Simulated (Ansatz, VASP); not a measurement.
TaN in VASP and in Ansatz

```
Ta N
1.0
     5.19963    0.00000    0.00000
    -2.59981    4.50301    0.00000
     0.00000    0.00000    2.76484
Ta N
3 3
Direct
  0.33333 0.66667 0.50000
  0.66667 0.33333 0.50000
  0.00000 0.00000 0.00000
  0.39241 0.00000 0.00000
  0.60759 0.60759 0.00000
  0.00000 0.39241 0.00000
```

Change from the starting cell: strain +0.000 along x and y, -0.050 along z, atoms carried along.

Alike in both runs: task single point; functional r2SCAN; k mesh 12 × 12 × 16; occupations gaussian, width 0.15 eV; no spin polarisation.

|  | VASP | Ansatz |
| --- | --- | --- |
| version | VASP 6.6.1 | Ansatz 0.2.0 |
| potentials or method | VASP PAW PBE potentials, release 64 (Ta_pv, N), cutoff 660 eV | scalar-relativistic, plane waves, PAW |
| valence electrons in the cell | 48 | 54 |

```csv
,VASP,Ansatz,Ansatz less VASP
gap on the k mesh at the Fermi level (eV),none,none,-
pressure (GPa),22.5,20.4,-2.08
"traceless stress, the component that is largest in VASP (GPa)",21.45,21.45,0.000
rms of the force components (eV/Å),0.036,0.034,-0.0019
```

VASP's potentials were made for PBE, not for r2SCAN. Atom by atom the forces differ by 0.002 eV/Å (rms over components). A gap of «none» marks a metal or a gap that the smearing closes. VASP's potentials hold 48 valence electrons a cell and Ansatz's 54, so a difference there can come from the potentials and not from the codes.

Neither program's run includes spin-orbit coupling.
